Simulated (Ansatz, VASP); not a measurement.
**One calculation of I, two programs**

File INCAR:

```
ALGO     = Normal         # electronic algorithm
EDIFF    = 1E-6           # SCF threshold, eV
ENCUT    = 520            # plane-wave cutoff, eV
GGA      = CA             # functional
ISIF     = 2              # what is computed and relaxed
ISMEAR   = -1             # smearing method
LASPH    = True           # aspherical terms in the spheres
LCHARG   = False          # write CHGCAR
LREAL    = False          # projectors in reciprocal space
LWAVE    = False          # write WAVECAR
NBANDS   = 14             # bands
NELM     = 80             # most SCF steps
PREC     = Accurate       # precision mode
SIGMA    = 0.08           # smearing width, eV
```

Contents of KPOINTS:

```
k-points
0
Gamma
  12 12 7
```

Contents of POSCAR:

```
I
1.0
    3.1098875249      0.0000000000      0.0000000000
   -1.5549437624      2.6932415995      0.0000000000
    0.0000000000      0.0000000000      5.4171823985
I
2
Direct
    0.3333333333      0.6666666667      0.2500000000
    0.6666666667      0.3333333333      0.7500000000
```

Input for Ansatz:

```yaml
crystal:
  lattice:
    - [3.1098875249, 0.0, 0.0]
    - [-1.5549437624, 2.6932415995, 0.0]
    - [0.0, 0.0, 5.4171823985]
  atoms:
    - { symbol: I, position: [0.3333333333, 0.6666666667, 0.25] }
    - { symbol: I, position: [0.6666666667, 0.3333333333, 0.75] }
kpoints:
  mp_grid: { grid: [12, 12, 7] }
scf:
  occupations: { method: fermi_dirac, width: 0.08 }
hamiltonian:
  xc: lda
  pseudopotentials: { kind: all_electron, lapw: { basis_error: 0.001 } }
output:
  forces: true
  stress: true
  eigenvalues: true
  populations: true
```

Change from the starting cell: volume scaled by 0.68, LAPW.

Alike in both runs: task single point; functional LDA; k mesh 12 × 12 × 7; occupations fermi-dirac, width 0.08 eV; no spin polarisation.

|  | VASP | Ansatz |
| --- | --- | --- |
| version | VASP 6.6.1 | Ansatz 0.2.0 |
| potentials or method | VASP PAW LDA potentials, release 64 (I), cutoff 520 eV | all-electron LAPW, scalar-relativistic |

```tsv
	VASP	Ansatz	Ansatz less VASP
pressure (GPa)	27.1	27.2	+0.06
traceless stress, the component that is largest in VASP (GPa)	0.14	0.12	-0.027
```

LDA's correlation is that of Perdew and Zunger in VASP and of Perdew and Wang (1992) in Ansatz. Ansatz ran all-electron here, and VASP with PAW potentials.

Spin-orbit coupling is off throughout.
